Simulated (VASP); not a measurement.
# Al5Ga2N8 (a cell with a defect) in VASP: notebook

The runs below take Al5Ga2N8 (a cell with a defect) through single point, relaxation of the atoms, with PBEsol.

Program: VASP 6.6.1. These are calculated values, not measurements. Logs are shortened: lines on timing, memory, paths and dates and some standing lists are left out, and cuts for length are marked.

## 1. The cell of the first run

The cell holds a defect, 15 atoms: a = 6.232 Å, b = 6.232 Å, c = 6.232 Å, α = 60.00°, β = 60.00°, γ = 60.00°.

## 2. Single point, PBEsol (atoms taken out, then relaxed in part)

Input file INCAR:

```
SYSTEM = Al5Ga2N8
PREC = Accurate
ENCUT = 520
EDIFF = 1E-6
ISMEAR = 0
SIGMA = 0.05
LREAL = Auto
LASPH = .True.
NELM = 60
ALGO = Normal
ISIF = 2
LWAVE = .False.
LCHARG = .False.
GGA = PS
NBANDS = 54
```

Input file KPOINTS:

```
Automatic mesh
0
Gamma
  4 4 4
  0 0 0
```

Input file POSCAR:

```
Al5Ga2N8
1.0
   -4.4069948372      4.4069948372      0.0000000000
    0.0000000000      4.4069948372     -4.4069948372
   -4.4069948372      0.0000000000     -4.4069948372
Al Ga N
5 2 8
Direct
    0.5000000000      0.0000000000      0.0000000000
    0.5068494334      0.4931505666      0.0068494334
   -0.0068494334      0.0068494334      0.4931505666
    0.5068494334      0.0068494334      0.4931505666
   -0.0068494334      0.4931505666      0.0068494334
    0.4970626000      0.5029374000      0.5029374000
    0.0029374000     -0.0029374000     -0.0029374000
    0.6246764224      0.1230481118      0.6275990434
    0.1433744075      0.6215404898      0.0917106952
    0.5917106952      0.6433744075      0.6433744075
    0.1275990434      0.1246764224      0.1246764224
    0.1215404898      0.6433744075      0.6433744075
    0.6230481118      0.1246764224      0.1246764224
    0.6246764224      0.6275990434      0.1230481118
    0.1433744075      0.0917106952      0.6215404898
```

Potentials or basis: VASP PAW PBE potentials, release 64 (Al, Ga_d, N).

Command:

```
$ cat potpaw_PBE.64/Al/POTCAR potpaw_PBE.64/Ga_d/POTCAR potpaw_PBE.64/N/POTCAR > POTCAR
$ mpirun -np 1 vasp_std > vasp.out
```

OUTCAR:

```text
SYSTEM = Al5Ga2N8
   PREC = Accurate
   ENCUT = 520
   EDIFF = 1E-6
   ISMEAR = 0
   LREAL = Auto
   LASPH = .True.
   NELM = 60
   ISIF = 2
   GGA = PS

 ion  position               nearest neighbor table
   1  0.500  0.000  0.000-  11 1.90   8 1.90  14 1.90  13 1.90   7 3.12   6 3.12   6 3.12   7 3.12
                             4 3.12   2 3.12   3 3.12   4 3.12   2 3.12   5 3.12   3 3.12   5 3.12
   2  0.507  0.493  0.007-  10 1.86   9 1.86  14 1.88  13 1.88   4 3.03   5 3.03   6 3.09   7 3.09
                             1 3.12   1 3.12   6 3.14   7 3.14   4 3.20   5 3.20
   3  0.993  0.007  0.493-  15 1.86  12 1.86   8 1.88  11 1.88   4 3.03   5 3.03   6 3.09   7 3.09
                             1 3.12   1 3.12   6 3.14   7 3.14   4 3.20   5 3.20
   4  0.507  0.007  0.493-  10 1.86  15 1.86   8 1.88  13 1.88   2 3.03   3 3.03   6 3.09   7 3.09
                             1 3.12   1 3.12   6 3.14   7 3.14   2 3.20   3 3.20
   5  0.993  0.493  0.007-   9 1.86  12 1.86  11 1.88  14 1.88   2 3.03   3 3.03   6 3.09   7 3.09
                             1 3.12   1 3.12   6 3.14   7 3.14   2 3.20   3 3.20
   6  0.497  0.503  0.503-  10 1.92  12 1.92   8 1.93  14 1.93   2 3.09   3 3.09   4 3.09   5 3.09
                             1 3.12   1 3.12   4 3.14   2 3.14   3 3.14   5 3.14
   7  0.003  0.997  0.997-   9 1.92  15 1.92  13 1.93  11 1.93   2 3.09   3 3.09   4 3.09   5 3.09
                             1 3.12   1 3.12   4 3.14   3 3.14   5 3.14   2 3.14
   8  0.625  0.123  0.628-   4 1.88   3 1.88   1 1.90   6 1.93
   9  0.143  0.622  0.092-   5 1.86   2 1.86   7 1.92
  10  0.592  0.643  0.643-   2 1.86   4 1.86   6 1.92
  11  0.128  0.125  0.125-   3 1.88   5 1.88   1 1.90   7 1.93
  12  0.122  0.643  0.643-   3 1.86   5 1.86   6 1.92
  13  0.623  0.125  0.125-   2 1.88   4 1.88   1 1.90   7 1.93
  14  0.625  0.628  0.123-   2 1.88   5 1.88   1 1.90   6 1.93
  15  0.143  0.092  0.622-   3 1.86   4 1.86   7 1.92

  LATTYP: Found a face centered cubic cell.
 ALAT       =     8.8139896744

  Lattice vectors:

 A1 = (  -4.4069948372,   4.4069948372,   0.0000000000)
 A2 = (   0.0000000000,   4.4069948372,  -4.4069948372)
 A3 = (  -4.4069948372,   0.0000000000,  -4.4069948372)

Analysis of symmetry for initial positions (statically):
=====================================================================
 Subroutine PRICEL returns:
 Original cell was already a primitive cell.

 Routine SETGRP: Setting up the symmetry group for a
 face centered cubic supercell.

 Subroutine GETGRP returns: Found  8 space group operations
 (whereof  4 operations were pure point group operations)
 out of a pool of 48 trial point group operations.

The static configuration has the point symmetry C_2v.
 The point group associated with its full space group is D_2d.

Analysis of symmetry for dynamics (positions and initial velocities):
[... 151 lines left out ...]
   GGA     = PS    functional components
   LHFCALC =     F    Hartree Fock is set to
   AEXX    =    0.0000 exact exchange contribution
   IVDW    =     0    specifies the selected vdW correction
   LEPSILON=     F    determine dielectric tensor
   LRPA    =     F    only Hartree local field effects (RPA)
 non-spin polarized calculation
 Gauss-broadening in eV      SIGMA  =   0.05
  energy-cutoff  :      520.00
  volume of cell :      171.18
 maximum number of plane-waves:      4645
 NGX is ok and might be reduce to    48
   NGX = 23   NGY = 23   NGZ = 23

 number of electron      81.0000003 magnetization

 Free energy of the ion-electron system (eV)
  ---------------------------------------------------
  ext. energy  EPLUGINS =         0.00000000
  ---------------------------------------------------
  free energy    TOTEN  =      -106.54802483 eV

  energy without entropy =     -106.53987396  energy(sigma->0) =     -106.54394939

 E-fermi :   5.0063     XC(G=0): -10.9116

 val. band max:        4.9757882195   @ k =  -0.2500   0.5000   0.2500
 cond. band min:       5.0246530247   @ k =   0.0000   0.5000   0.2500
 fundamental gap:      0.0488648052
 Fermi energy:         5.0063146029

 k-point     1 :       0.0000    0.0000    0.0000
  band No.  band energies     occupation
      1     -10.6743      2.00000
      2      -9.3861      2.00000
      3      -9.3861      2.00000
      4      -9.2764      2.00000
      5      -9.0342      2.00000
      6      -9.0296      2.00000
[... 704 lines left out ...]
     51      13.2660      0.00000
     52      13.5867      0.00000
 [bands above 52 left out]

------------------------ aborting loop because EDIFF is reached ----------------------------------------

  FORCE on cell =-STRESS in cart. coord.  units (eV):
  Direction    XX          YY          ZZ          XY          YZ          ZX
  --------------------------------------------------------------------------------------
  -------------------------------------------------------------------------------------
  Total        2.3910886      2.3910886      1.9952476      0.0000000     -0.0000000      0.0000000
  in kB       22.3794101     22.3794101     18.6745338      0.0000000     -0.0000000      0.0000000
  external PRESSURE =      21.1444513 kB  Pullay stress =       0.0000000 kB

 VOLUME and BASIS-vectors are now :
 -----------------------------------------------------------------------------
  energy-cutoff  :      520.00
  volume of cell :      171.18
      direct lattice vectors                 reciprocal lattice vectors
    -4.406994837  4.406994837  0.000000000    -0.113455999  0.113455999  0.113455999
     0.000000000  4.406994837 -4.406994837     0.113455999  0.113455999 -0.113455999
    -4.406994837  0.000000000 -4.406994837    -0.113455999 -0.113455999 -0.113455999

 POSITION                                       TOTAL-FORCE (eV/Angst)
 -----------------------------------------------------------------------------------
     -2.20350      2.20350      0.00000         0.000000     -0.000000     -0.000000
     -2.26387      4.40699     -2.20350        -0.014424      0.000000     -0.000000
     -6.55012      4.40699     -2.20350         0.014424      0.000000     -0.000000
     -4.40699      2.26387     -2.20350         0.000000      0.014424     -0.000000
     -4.40699      6.55012     -2.20350         0.000000     -0.014424     -0.000000
     -4.40699      4.40699     -4.43289         0.000000     -0.000000     -0.005842
     -4.40699      4.40699     -8.78810         0.000000     -0.000000      0.005842
     -5.51877      3.29522     -3.30810         0.006450      0.006450     -0.005851
     -1.03602      3.37098     -3.14329         0.006426      0.006426     -0.011822
     -5.44301      5.44301     -5.67070         0.006426     -0.006426      0.011822
     -1.11178      1.11178     -1.09890         0.006450     -0.006450      0.005851
     -3.37098      3.37098     -5.67070        -0.006426      0.006426      0.011822
     -3.29522      3.29522     -1.09890        -0.006450      0.006450      0.005851
     -3.29522      5.51877     -3.30810        -0.006450     -0.006450     -0.005851
     -3.37098      1.03602     -3.14329        -0.006426     -0.006426     -0.011822
 -----------------------------------------------------------------------------------
    total drift:                               -0.000001      0.000001     -0.000004

  FREE ENERGIE OF THE ION-ELECTRON SYSTEM (eV)
  ---------------------------------------------------
  free  energy   TOTEN  =      -106.5480248311 eV

  energy  without entropy=     -106.5398739584  energy(sigma->0) =     -106.54394939
```

Run time: 6.6 min. Hardware: 1 thread of AMD EPYC 9R45 (Zen 5), shared host; peak memory 0.32 GiB.

What came out:

| Property | Result |
| --- | --- |
| Free energy | -106.5480 eV |
| Pressure | 2.1 GPa |
| Largest force | 0.015 eV/Å |
| Band gap on the k mesh | zero (an odd number of electrons rules out a gap without spin polarisation) |

Forces in eV/Å, atoms in the order of the input:
```
Al   0.000  0.000  0.000
Al  -0.014  0.000  0.000
Al   0.014  0.000  0.000
Al   0.000  0.014  0.000
Al   0.000 -0.014  0.000
Ga   0.000  0.000 -0.006
Ga   0.000  0.000  0.006
N    0.006  0.006 -0.006
N    0.006  0.006 -0.012
N    0.006 -0.006  0.012
N    0.006 -0.006  0.006
N   -0.006  0.006  0.012
N   -0.006  0.006  0.006
N   -0.006 -0.006 -0.006
N   -0.006 -0.006 -0.012
```

Caveat: the cell differs from its parent crystal (atoms taken out, then relaxed in part); the PAW data sets were made with another functional, which shifts forces and pressure a little.

## 3. Single point, PBEsol (atoms taken out, then relaxed in part)

Input file INCAR:

```
SYSTEM = Al5Ga2N8
  PREC = Accurate
  ENCUT = 520
  EDIFF = 1E-6
  ISMEAR = 0
  SIGMA = 0.05
  LREAL = Auto
  LASPH = .TRUE.
  NELM = 60
  ALGO = Normal
  ISIF = 2
  LWAVE = .FALSE.
  LCHARG = .TRUE.
  GGA = PS
  LELF = .TRUE.
  LVHAR = .TRUE.
  NBANDS = 54
```

Input file KPOINTS:

```
Automatic mesh
0
G
  4 4 4
  0 0 0
```

Input file POSCAR:

```
Al5Ga2N8
1.0
   -4.4069948372      4.4069948372      0.0000000000
    0.0000000000      4.4069948372     -4.4069948372
   -4.4069948372      0.0000000000     -4.4069948372
Al Ga N
5 2 8
Direct
    0.4931505344      0.0068494656     -0.0068494656
    0.0068494656      0.4931505344      0.5068494656
    0.0000000000      0.0000000000      0.5000000000
    0.4931505344      0.0068494656      0.5068494656
    0.0068494656      0.4931505344     -0.0068494656
    0.5029373365      0.5029373365      0.4970626635
   -0.0029373365     -0.0029373365      0.0029373365
    0.6275990864      0.1230480651      0.6246764242
    0.0917105752      0.6215405806      0.1433744221
    0.6433744221      0.6433744221      0.5917105752
    0.1246764242      0.1246764242      0.1275990864
    0.1230480651      0.6275990864      0.6246764242
    0.6215405806      0.0917105752      0.1433744221
    0.6433744221      0.6433744221      0.1215405806
    0.1246764242      0.1246764242      0.6230480651
```

Potentials or basis: VASP PAW PBE potentials, release 64 (Al, Ga_d, N).

Command:

```
$ cat potpaw_PBE.64/Al/POTCAR potpaw_PBE.64/Ga_d/POTCAR potpaw_PBE.64/N/POTCAR > POTCAR
$ mpirun -np 1 vasp_std > vasp.out
```

Run time: 5.9 min. Hardware: 1 thread of AMD EPYC 9R45 (Zen 5), shared host; peak memory 0.31 GiB.

Results (log left out):

```yaml
Free_energy: -106.5480 eV
Pressure: 2.1 GPa
Largest_force: 0.015 eV/Å
Band_gap_on_the_k_mesh: zero (an odd number of electrons rules out a gap without spin polarisation)
```

Forces on the atoms (eV/Å):
```
Al   0.014  0.000  0.000
Al  -0.014  0.000  0.000
Al   0.000  0.000  0.000
Al   0.000  0.000 -0.014
Al   0.000  0.000  0.014
Ga   0.000  0.006  0.000
Ga   0.000 -0.006  0.000
N    0.006  0.006 -0.006
N    0.006  0.012 -0.006
N    0.006 -0.012  0.006
N    0.006 -0.006  0.006
N   -0.006  0.006  0.006
N   -0.006  0.012  0.006
N   -0.006 -0.012 -0.006
N   -0.006 -0.006 -0.006
```

Stress tensor (GPa, compression positive):
```
2.24 0.00 0.00
0.00 1.87 0.00
0.00 0.00 2.24
```

Levels at points of the mesh, in eV from the Fermi level:
| k point | band 36 | band 37 | band 38 | band 39 | band 40 | band 41 | band 42 | band 43 | band 44 | band 45 |
| --- | --- | --- | --- | --- | --- | --- | --- | --- | --- | --- |
| (0.00, 0.00, 0.00) | -1.07 | -1.03 | -0.91 | -0.91 | 0.26 | 0.26 | 0.33 | 3.28 | 3.47 | 3.47 |
| (0.50, 0.00, 0.00) | -1.54 | -1.52 | -0.98 | -0.94 | -0.85 | 0.19 | 0.29 | 5.05 | 5.21 | 5.47 |
| (0.50, 0.50, 0.00) | -1.51 | -1.51 | -1.42 | -1.29 | -0.86 | 0.05 | 0.05 | 5.38 | 5.61 | 6.13 |
| (0.00, 0.50, 0.50) | -1.51 | -1.47 | -1.42 | -1.10 | -0.91 | -0.08 | 0.35 | 5.27 | 5.43 | 5.92 |

Caveat: the cell differs from its parent crystal (atoms taken out, then relaxed in part); the PAW data sets were made with another functional, which shifts forces and pressure a little.

## 4. Single point, PBEsol

Input file INCAR:

```
SYSTEM = Al5Ga2N8
ALGO = Normal
EDIFF = 1E-7
ENCUT = 520
GGA = PS
ISIF = 2
ISMEAR = 0
LASPH = .TRUE.
LCHARG = .TRUE.
LELF = .TRUE.
LREAL = Auto
LVHAR = .TRUE.
LWAVE = .FALSE.
NBANDS = 54
NELM = 60
PREC = Accurate
SIGMA = 0.05
```

Input file KPOINTS:

```
k-points
0
G
  4 4 4
  0 0 0
```

Input file POSCAR:

```
Al5Ga2N8
1.0
   -4.4069948372      4.4069948372      0.0000000000
    0.0000000000      4.4069948372     -4.4069948372
   -4.4069948372      0.0000000000     -4.4069948372
Al Ga N
5 2 8
Direct
    0.4999999050      0.0000000000      0.0000000000
    0.5068494706      0.4931505664      0.0068493386
   -0.0068493386      0.0068493386      0.4931505664
    0.5068494706      0.0068493386      0.4931505664
   -0.0068493386      0.4931505664      0.0068493386
    0.4970626427      0.5029373943      0.5029373943
    0.0029373758     -0.0029373758     -0.0029373758
    0.6246764749      0.1230480225      0.6275991015
    0.1433744589      0.6215404377      0.0917106815
    0.5917108135      0.6433743639      0.6433743639
    0.1275990830      0.1246764565      0.1246764565
    0.1215405327      0.6433743639      0.6433743639
    0.6230480410      0.1246764565      0.1246764565
    0.6246764749      0.6275991015      0.1230480225
    0.1433744589      0.0917106815      0.6215404377
```

Command:

```
$ cat potpaw_PBE.64/Al/POTCAR potpaw_PBE.64/Ga_d/POTCAR potpaw_PBE.64/N/POTCAR > POTCAR
$ mpirun -np 1 vasp_std > vasp.out
```

It took 6.8 min on 1 thread of AMD EPYC 9R45 (Zen 5), shared host; peak memory 0.32 GiB.

Results (log left out):

| Item | Value |
| --- | --- |
| Free energy | -106.5480 eV |
| Pressure | 2.1 GPa |
| Largest force | 0.015 eV/Å |
| Band gap on the k mesh | zero (an odd number of electrons rules out a gap without spin polarisation) |

Forces in eV/Å, atoms in the order of the input:
```
Al   0.000  0.000  0.000
Al  -0.014  0.000  0.000
Al   0.014  0.000  0.000
Al   0.000  0.014  0.000
Al   0.000 -0.014  0.000
Ga   0.000  0.000 -0.006
Ga   0.000  0.000  0.006
N    0.007  0.007 -0.006
N    0.007  0.007 -0.012
N    0.007 -0.007  0.012
N    0.007 -0.007  0.006
N   -0.007  0.007  0.012
N   -0.007  0.007  0.006
N   -0.007 -0.007 -0.006
N   -0.007 -0.007 -0.012
```

Stress tensor (GPa, compression positive):
```
2.25 0.00 0.00
0.00 2.25 0.00
0.00 0.00 1.88
```

Levels at points of the mesh, in eV from the Fermi level:
```tsv
k point	band 37	band 38	band 39	band 40	band 41	band 42	band 43	band 44
(0.00, 0.00, 0.00)	-1.02	-0.91	-0.91	0.26	0.26	0.33	3.28	3.47
(0.50, 0.00, 0.00)	-1.52	-0.98	-0.94	-0.85	0.19	0.29	5.05	5.21
(0.50, 0.50, 0.00)	-1.47	-1.42	-1.10	-0.91	-0.08	0.35	5.27	5.43
(0.00, 0.50, 0.50)	-1.51	-1.42	-1.29	-0.86	0.05	0.05	5.38	5.61
```

Caveat: the PAW data sets were made with another functional, which shifts forces and pressure a little.

(Part 1 of 2 ends here.)
